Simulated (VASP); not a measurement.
Write the native input for VASP 6.6.1 that does the following.

```
Task                               : single point
Functional                         : PBE0
Potentials or basis                : VASP PAW PBE potentials, release 64 (C)
Cutoff                             : 520 eV
k mesh                             : 6 × 6 × 4
Occupations                        : fermi-dirac, width 0.05 eV
Spin                               : no spin polarisation
Dipole correction                  : no
Grid for exact exchange (PRECFOCK) : Normal
Further INCAR settings             : ALGO = Normal; EDIFF = 1e-06; NBANDS = 11
Share of exact exchange            : 0.25
```

Crystal: C.

```
CELL_PARAMETERS angstrom
2.08389 -1.20321 0.00000
2.08389 1.20321 0.00000
-1.35092 0.00000 3.43132
ATOMIC_POSITIONS crystal
C 0.16664 0.16664 0.99991
C 0.83336 0.83336 0.00009
```

The input as run:

POSCAR

```
C
1.0
    2.0838934217     -1.2032084158      0.0000000000
    2.0838934217      1.2032084158      0.0000000000
   -1.3509174534      0.0000000000      3.4313236862
C
2
Direct
    0.1666444700      0.1666444700      0.9999069600
    0.8333555300      0.8333555300      0.0000930400
```

INCAR.step1

```
  PREC = Accurate
  ENCUT = 520
  EDIFF = 1E-5
  ISMEAR = -1
  SIGMA = 0.05
  LREAL = F
  LASPH = T
  NELM = 100
  ALGO = Normal
  ISIF = 2
  LWAVE = T
  LCHARG = F
  NBANDS = 11
  GGA = PE
```

INCAR.step2

```
  PREC = Accurate
  ENCUT = 520
  EDIFF = 1E-6
  ISMEAR = -1
  SIGMA = 0.05
  LREAL = F
  LASPH = T
  NELM = 100
  ALGO = Normal
  ISIF = 2
  LWAVE = F
  LCHARG = F
  GGA = PE
  LHFCALC = T
  AEXX = 0.25
  PRECFOCK = Normal
  NBANDS = 11
  ISTART = 1
```

KPOINTS

```
regular mesh
0
Gamma
  6 6 4
```

Potentials or basis: VASP PAW PBE potentials, release 64 (C).

Launch:

```sh
$ cat potpaw_PBE.64/C/POTCAR > POTCAR
$ cp INCAR.step1 INCAR
$ mpirun -np 1 vasp_std > vasp.out
$ cp INCAR.step2 INCAR
$ mpirun -np 1 vasp_std > vasp.out
```

Results of the run:

```json
{
  "Pressure": "17.6 GPa",
  "Largest force": "0.067 eV/Å"
}
```

Caveat: the k points lie up to 0.51 Å⁻¹ apart; this functional lacks dispersion, which binds the layers, so the pressure and a relaxed spacing across them are unreliable; the PAW data sets were made with another functional, which shifts forces and pressure a little.

Wall time 13 min on 1 thread of Intel Xeon 8259CL, on a shared host, peak memory 0.13 GiB.
